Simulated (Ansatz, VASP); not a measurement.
## One calculation of Nb3H, two programs

```xyz
4
Lattice="2.9270 0.0000 0.0000 0.0000 2.9270 0.0000 0.0000 0.0000 21.1958" Properties=species:S:1:pos:R:3 pbc="T T T"
Nb    1.4635    1.4635    4.0000
Nb    0.0000    0.0000    6.0978
Nb    1.4635    1.4635    8.1958
H     1.4635    2.9270    9.8858
```

Alike in both runs: task single point; functional LDA; k mesh 9 × 9 × 1; occupations gaussian, width 0.1 eV; collinear spin.

|  | VASP | Ansatz |
| --- | --- | --- |
| version | VASP 6.6.1 | Ansatz 0.2.0 |
| potentials or method | VASP PAW LDA potentials, release 64 (Nb_sv, H), cutoff 520 eV | scalar-relativistic, plane waves, PAW |
| valence electrons in the cell | 40 | 40 |

```csv
,VASP,Ansatz,Ansatz less VASP
gap on the k mesh at the Fermi level (eV),none,none,-
rms of the force components (eV/Å),0.759,0.759,-0.0002
net moment per atom (μB),0.00,0.00,0.000
```

LDA's correlation is that of Perdew and Zunger in VASP and of Perdew and Wang (1992) in Ansatz. Atom by atom the forces differ by 0.000 eV/Å (rms over components). A gap of «none» marks a metal or a gap that the smearing closes. Ansatz's warnings: seeded moment not kept.
